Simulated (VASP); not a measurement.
# LiH (Fm-3m) in VASP: further runs, part 2 of 3

VASP 6.6.1.

## (3) Single point, PBE-based global hybrid

POSCAR

```
LiH
1.0
    0.0000000000      2.0367500000      2.0367500000
    2.0367500000      0.0000000000      2.0367500000
    2.0367500000      2.0367500000      0.0000000000
Li H
1 1
Direct
    0.0000000000      0.0000000000      0.0000000000
    0.5000000000      0.5000000000      0.5000000000
```

INCAR.step1

```
ALGO = Normal
EDIFF = 1E-5
ENCUT = 520
GGA = PE
ISIF = 2
ISMEAR = -1
LASPH = T
LCHARG = F
LREAL = F
LWAVE = T
NBANDS = 9
NELM = 100
PREC = Accurate
SIGMA = 0.05
```

INCAR.step2

```
AEXX = 0.5
ALGO = Normal
EDIFF = 1E-7
ENCUT = 520
GGA = PE
ISIF = 2
ISMEAR = -1
ISTART = 1
LASPH = T
LCHARG = F
LHFCALC = T
LREAL = F
LWAVE = F
NBANDS = 9
NELM = 100
PREC = Accurate
PRECFOCK = Normal
SIGMA = 0.05
```

KPOINTS

```
k-points
0
Gamma
  6 6 6
```

Potentials or basis: VASP PAW PBE potentials, release 64 (Li_sv, H).

Started as:

```console
$ cat potpaw_PBE.64/Li_sv/POTCAR potpaw_PBE.64/H/POTCAR > POTCAR
$ cp INCAR.step1 INCAR
$ mpirun -np 1 vasp_std > vasp.out
$ cp INCAR.step2 INCAR
$ mpirun -np 1 vasp_std > vasp.out
```

OUTCAR:

```text
AEXX = 0.5
   EDIFF = 1E-7
   ENCUT = 520
   GGA = PE
   ISIF = 2
   ISMEAR = -1
   ISTART = 1
   LASPH = T
   LHFCALC = T
   LREAL = F
   NELM = 100
   PREC = Accurate
   PRECFOCK = Normal

 ion  position               nearest neighbor table
   1  0.000  0.000  0.000-
   2  0.500  0.500  0.500-

  LATTYP: Found a face centered cubic cell.
 ALAT       =     4.0735000000

  Lattice vectors:

 A1 = (   0.0000000000,   2.0367500000,   2.0367500000)
 A2 = (   2.0367500000,   0.0000000000,   2.0367500000)
 A3 = (   2.0367500000,   2.0367500000,   0.0000000000)

Analysis of symmetry for initial positions (statically):
=====================================================================
 Subroutine PRICEL returns:
 Original cell was already a primitive cell.

 Routine SETGRP: Setting up the symmetry group for a
 face centered cubic supercell.

 Subroutine GETGRP returns: Found 48 space group operations
 (whereof 48 operations were pure point group operations)
 out of a pool of 48 trial point group operations.

The static configuration has the point symmetry O_h .

Analysis of symmetry for dynamics (positions and initial velocities):
=====================================================================
 Subroutine PRICEL returns:
 Original cell was already a primitive cell.

 Routine SETGRP: Setting up the symmetry group for a
 face centered cubic supercell.

 Subroutine GETGRP returns: Found 48 space group operations
 (whereof 48 operations were pure point group operations)
 out of a pool of 48 trial point group operations.

The dynamic configuration has the point symmetry O_h .

 Subroutine INISYM returns: Found 48 space group operations
 (whereof 48 operations are pure point group operations),
 and found     1 'primitive' translations

----------------------------------------------------------------------------------------

                                     Primitive cell

  volume of cell :      16.8983

  direct lattice vectors                    reciprocal lattice vectors
     0.000000000  2.036750000  2.036750000    -0.245489137  0.245489137  0.245489137
     2.036750000  0.000000000  2.036750000     0.245489137 -0.245489137  0.245489137
     2.036750000  2.036750000  0.000000000     0.245489137  0.245489137 -0.245489137

  length of vectors
     2.880399473  2.880399473  2.880399473     0.425199658  0.425199658  0.425199658

  position of ions in fractional coordinates (direct lattice)
     0.000000000  0.000000000  0.000000000
     0.500000000  0.500000000  0.500000000

  ion indices of the primitive-cell ions
   primitive index   ion index
                 1           1
                 2           2

----------------------------------------------------------------------------------------

 KPOINTS: k-points

Automatic generation of k-mesh.
 Grid dimensions read from file:
 generate k-points for:    6    6    6

 Generating k-lattice:

  Cartesian coordinates                     Fractional coordinates (reciprocal lattice)
    -0.040914856  0.040914856  0.040914856     0.166666667  0.000000000  0.000000000
     0.040914856 -0.040914856  0.040914856     0.000000000  0.166666667  0.000000000
[... 33 lines left out ...]
   total plane-waves  NPLWV =  13824
   dimension x,y,z NGX =    24 NGY =   24 NGZ =   24
   dimension x,y,z NGXF=    48 NGYF=   48 NGZF=   48
   ions per type =               1   1
   NGX,Y,Z   is equivalent  to a cutoff of  13.85, 13.85, 13.85 a.u.
   NGXF,Y,Z  is equivalent  to a cutoff of  27.70, 27.70, 27.70 a.u.
 SYSTEM =  unknown system
   PREC   = accura    normal or accurate (medium, high low for compatibility)
   ISTART =      1    job   : 0-new  1-cont  2-samecut
   ICHARG =      0    charge: 1-file 2-atom 10-const
   ISPIN  =      1    spin polarized calculation?
   LNONCOLLINEAR =      F non collinear calculations
   LSORBIT =      F    spin-orbit coupling
   LASPH  =      T    aspherical Exc in radial PAW
   ENCUT  =  520.0 eV  38.22 Ry    6.18 a.u.   5.36  5.36  5.36*2*pi/ulx,y,z
   NELM   =    100;   NELMIN=  2; NELMDL=  0     # of ELM steps
   EDIFF  = 0.1E-06   stopping-criterion for ELM
   LREAL  =      F    real-space projection
   EDIFFG = 0.1E-05   stopping-criterion for IOM
   NSW    =      0    number of steps for IOM
   IBRION =     -1    ionic relax: 0-MD 1-quasi-New 2-CG
   NFREE  =      0    steps in history (QN), initial steepest desc. (CG)
   ISIF   =      2    stress and relaxation
   ISYM   =      3    0-nonsym 1-usesym 2-fastsym
   POTIM  = 0.5000    time-step for ionic-motion
   TEBEG  =    0.0;   TEEND  =   0.0 temperature during run
   PSTRESS=    0.0 pullay stress
   NELECT =       4.0000    total number of electrons
   NUPDOWN=      -1.0000    fix difference up-down
   EMIN   =  10.00;   EMAX   =-10.00  energy-range for DOS
   EFERMI =   0.00;   METHOD = LEGACY
   ISMEAR =    -1;   SIGMA  =   0.05  broadening in eV -4-tet -1-fermi 0-gaus
   EFERMI_NEDOS =   21; number of points for ismear=-14 and -15
   IALGO  =     38    algorithm
   IMIX   =      1    mixing-type and parameters
     AMIX     =   0.40;   BMIX     =  1.00
     AMIX_MAG =   1.60;   BMIX_MAG =  1.00
  volume/ion in A,a.u.               =       8.45        57.02
  Fermi-wavevector in a.u.,A,eV,Ry     =   1.012699  1.913724 13.953585  1.025560
  Thomas-Fermi vector in A             =   2.145824
   LORBIT       =      0    0 simple, 1 ext, 2 COOP (PROOUT), +10 PAW based schemes
   GGA     = PE    functional components
   LHFCALC =     T    Hartree Fock is set to
   PRECFOCK=normal    Normal, Fast or Accurate (Low or Medium for compatibility)
   ENCUT4O =  -1.0   cutoff for four orbital integrals eV
   NKREDX  =     1    reduce k-point grid by
   NKREDY  =     1    reduce k-point grid by
   NKREDZ  =     1    reduce k-point grid by
   AEXX    =    0.5000 exact exchange contribution
   HFSCREEN=    0.0000 screening length (either q_TF or 0.3 A-1)
   HFSCREENC=   0.0000 screening length for correlation (either q_TF or 0.3 A-1)
   ENCUTFOCK=  -1.0 apply spherical cutoff to Coloumb kernel
   IVDW    =     0    specifies the selected vdW correction
   LEPSILON=     F    determine dielectric tensor
   LRPA    =     F    only Hartree local field effects (RPA)
 non-spin polarized calculation
  energy-cutoff  :      520.00
  volume of cell :       16.90
 maximum number of plane-waves:       468
 NGX is ok and might be reduce to    24
  NGX = 18; NGY = 18; NGZ = 18

 number of electron       3.9999999 magnetization

 Free energy of the ion-electron system (eV)
  ---------------------------------------------------
  ext. energy  EPLUGINS =         0.00000000
  ---------------------------------------------------
  free energy    TOTEN  =        -8.16734353 eV

  energy without entropy =       -8.16734353  energy(sigma->0) =       -8.16734353

 E-fermi :  -1.2037     XC(G=0):  -4.8749

 val. band max:       -2.3157603659   @ k =   0.5000   0.5000   0.0000
 cond. band min:       4.1903863261   @ k =   0.5000   0.5000   0.0000
 fundamental gap:      6.5061466920
 Fermi energy:        -1.2036744037

 k-point     1 :       0.0000    0.0000    0.0000
  band No.  band energies     occupation
      1     -52.7156      2.00000
      2      -8.8816      2.00000
      3      18.3396      0.00000
      4      19.8126      0.00000
      5      19.8127      0.00000
      6      19.8127      0.00000
      7      24.1690      0.00000
      8      24.1690      0.00000
      9      24.1690      0.00000
[... 169 lines left out ...]
 k-point    16 :      -0.3333    0.5000    0.1667
  band No.  band energies     occupation
      1     -52.6572      2.00000
      2      -2.4860      2.00000
      3       5.3010      0.00000
      4       8.5167      0.00000
      5      13.1451      0.00000
      6      19.4628      0.00000
      7      21.3947      0.00000
      8      30.3394      0.00000
      9      31.1243      0.00000

------------------------ aborting loop because EDIFF is reached ----------------------------------------

  FORCE on cell =-STRESS in cart. coord.  units (eV):
  Direction    XX          YY          ZZ          XY          YZ          ZX
  --------------------------------------------------------------------------------------
  -------------------------------------------------------------------------------------
  Total       -0.2917141     -0.2917141     -0.2917141     -0.0000000     -0.0000000      0.0000000
  in kB      -27.6582564    -27.6582564    -27.6582564     -0.0000000     -0.0000000      0.0000000
  external PRESSURE =     -27.6582564 kB  Pullay stress =       0.0000000 kB

 VOLUME and BASIS-vectors are now :
 -----------------------------------------------------------------------------
  energy-cutoff  :      520.00
  volume of cell :       16.90
      direct lattice vectors                 reciprocal lattice vectors
     0.000000000  2.036750000  2.036750000    -0.245489137  0.245489137  0.245489137
     2.036750000  0.000000000  2.036750000     0.245489137 -0.245489137  0.245489137
     2.036750000  2.036750000  0.000000000     0.245489137  0.245489137 -0.245489137

 POSITION                                       TOTAL-FORCE (eV/Angst)
 -----------------------------------------------------------------------------------
      0.00000      0.00000      0.00000        -0.000000     -0.000000      0.000000
      2.03675      2.03675      2.03675         0.000000      0.000000     -0.000000
 -----------------------------------------------------------------------------------
    total drift:                               -0.000000     -0.000000     -0.000000

  FREE ENERGIE OF THE ION-ELECTRON SYSTEM (eV)
  ---------------------------------------------------
  free  energy   TOTEN  =        -8.1673435347 eV

  energy  without entropy=       -8.1673435347  energy(sigma->0) =       -8.16734353
```

OUTCAR.step1:

```text
EDIFF = 1E-5
   ENCUT = 520
   GGA = PE
   ISIF = 2
   ISMEAR = -1
[... 402 lines left out ...]
 -----------------------------------------------------------------------------------
      0.00000      0.00000      0.00000         0.000000     -0.000000      0.000000
      2.03675      2.03675      2.03675         0.000000      0.000000      0.000000
 -----------------------------------------------------------------------------------
    total drift:                                0.000000     -0.000000     -0.000000

  FREE ENERGIE OF THE ION-ELECTRON SYSTEM (eV)
  ---------------------------------------------------
  free  energy   TOTEN  =        -6.1218622924 eV

  energy  without entropy=       -6.1218622923  energy(sigma->0) =       -6.12186229
```

It took 88 s on 1 thread of Intel Xeon Platinum 8375C at 2.90GHz (Ice Lake), shared host; peak memory 0.13 GiB.

Results:

* Free energy: -8.1673 eV
* Band gap on the k mesh: 6.51 eV, direct

Caveat: the k points lie up to 0.45 Å⁻¹ apart; the cutoff is under 1.25 times the usual one of these potentials, so pressure, stress and relaxed cells hold a basis-set (Pulay) error; the PAW data sets were made with another functional, which shifts forces and pressure a little. A k mesh can miss the band edges.

## (4) Single point, LDA

INCAR

```
SYSTEM = LiH
PREC = Accurate
ENCUT = 520
EDIFF = 1E-6
ISMEAR = 0
SIGMA = 0.01
LREAL = .False.
LASPH = .True.
NELM = 60
ALGO = Normal
ISIF = 2
LWAVE = .False.
LCHARG = .True.
GGA = CA
LELF = .True.
LVHAR = .True.
NBANDS = 9
```

KPOINTS

```
Automatic mesh
0
Gamma
  10 10 10
  0 0 0
```

POSCAR is that of step 3.

Potentials or basis: VASP PAW LDA potentials, release 64 (Li_sv, H).

Started as:

```console
$ cat potpaw_LDA.64/Li_sv/POTCAR potpaw_LDA.64/H/POTCAR > POTCAR
$ mpirun -np 1 vasp_std > vasp.out
```

OUTCAR:

```text
SYSTEM = LiH
   PREC = Accurate
   ENCUT = 520
   EDIFF = 1E-6
   ISMEAR = 0
   LREAL = .False.
   LASPH = .True.
   NELM = 60
   ISIF = 2
   GGA = CA

 ion  position               nearest neighbor table
   1  0.000  0.000  0.000-
   2  0.500  0.500  0.500-

  LATTYP: Found a face centered cubic cell.
 ALAT       =     4.0735000000

  Lattice vectors:

 A1 = (   0.0000000000,   2.0367500000,   2.0367500000)
 A2 = (   2.0367500000,   0.0000000000,   2.0367500000)
 A3 = (   2.0367500000,   2.0367500000,   0.0000000000)

Analysis of symmetry for initial positions (statically):
=====================================================================
 Subroutine PRICEL returns:
 Original cell was already a primitive cell.

 Routine SETGRP: Setting up the symmetry group for a
 face centered cubic supercell.

 Subroutine GETGRP returns: Found 48 space group operations
 (whereof 48 operations were pure point group operations)
 out of a pool of 48 trial point group operations.

The static configuration has the point symmetry O_h .
[... 166 lines left out ...]
 fundamental gap:      2.6480717224
 Fermi energy:         0.0985512578

 k-point     1 :       0.0000    0.0000    0.0000
  band No.  band energies     occupation
      1     -43.5304      2.00000
      2      -5.3979      2.00000
      3      15.4834      0.00000
      4      16.9074      0.00000
      5      16.9074      0.00000
      6      16.9074      0.00000
      7      21.6482      0.00000
      8      21.6482      0.00000
      9      21.6482      0.00000
[... 265 lines left out ...]
 k-point    24 :       0.4000    0.3000    0.0000
  band No.  band energies     occupation
      1     -43.4843      2.00000
      2      -2.3506      2.00000
      3       6.3070      0.00000
      4       9.8552      0.00000
      5      11.0972      0.00000
      6      15.4553      0.00000
      7      16.6146      0.00000
      8      28.4306      0.00000
      9      28.7999      0.00000

 [... further k-points ...]

------------------------ aborting loop because EDIFF is reached ----------------------------------------

  FORCE on cell =-STRESS in cart. coord.  units (eV):
  Direction    XX          YY          ZZ          XY          YZ          ZX
  --------------------------------------------------------------------------------------
  -------------------------------------------------------------------------------------
  Total       -0.4489259     -0.4489259     -0.4489259      0.0000000      0.0000000      0.0000000
  in kB      -42.5639667    -42.5639667    -42.5639667      0.0000000      0.0000000      0.0000000
  external PRESSURE =     -42.5639667 kB  Pullay stress =       0.0000000 kB

 VOLUME and BASIS-vectors are now :
 -----------------------------------------------------------------------------
  energy-cutoff  :      520.00
  volume of cell :       16.90
      direct lattice vectors                 reciprocal lattice vectors
     0.000000000  2.036750000  2.036750000    -0.245489137  0.245489137  0.245489137
     2.036750000  0.000000000  2.036750000     0.245489137 -0.245489137  0.245489137
     2.036750000  2.036750000  0.000000000     0.245489137  0.245489137 -0.245489137

 POSITION                                       TOTAL-FORCE (eV/Angst)
 -----------------------------------------------------------------------------------
      0.00000      0.00000      0.00000         0.000000      0.000000      0.000000
      2.03675      2.03675      2.03675         0.000000      0.000000      0.000000
 -----------------------------------------------------------------------------------
    total drift:                                0.000000     -0.000000     -0.000000

  FREE ENERGIE OF THE ION-ELECTRON SYSTEM (eV)
  ---------------------------------------------------
  free  energy   TOTEN  =        -6.4693934922 eV

  energy  without entropy=       -6.4693934922  energy(sigma->0) =       -6.46939349
```

stdout:

```text
POSCAR found type information on POSCAR LiH
 POSCAR found :  2 types and       2 ions
 scaLAPACK will be used
 LDA part: xc-table for (Slater(with rela. corr.)+CA(PZ))
 , standard interpolation
 POSCAR, INCAR and KPOINTS ok, starting setup
 FFT: planning ... GRIDC
 FFT: planning ... GRID_SOFT
 FFT: planning ... GRID
 WAVECAR not read
 entering main loop
```

It took 4.6 s on 1 thread of Intel Xeon 6975P-C (Granite Rapids), shared host; peak memory 0.12 GiB.

What came out:

```yaml
Free_energy: -6.4694 eV
Band_gap_on_the_k_mesh: 2.65 eV, direct
```

Levels at points of the mesh, in eV from the valence-band top:
| k point | band 1 | band 2 | band 3 | band 4 | band 5 | band 6 | band 7 |
| --- | --- | --- | --- | --- | --- | --- | --- |
| (0.00, 0.00, 0.00) | -43.51 | -5.38 | 15.51 | 16.93 | 16.93 | 16.93 | 21.67 |
| (0.50, 0.00, 0.00) | -43.46 | -2.62 | 4.53 | 13.11 | 15.55 | 15.55 | 18.33 |
| (0.50, 0.50, 0.00) | -43.45 | 0.00 | 2.65 | 10.17 | 10.17 | 13.37 | 16.32 |

Caveat: the cutoff is under 1.25 times the usual one of these potentials, so pressure, stress and relaxed cells hold a basis-set (Pulay) error. A k mesh can miss the band edges.

(Continued in part 3 of 3.)
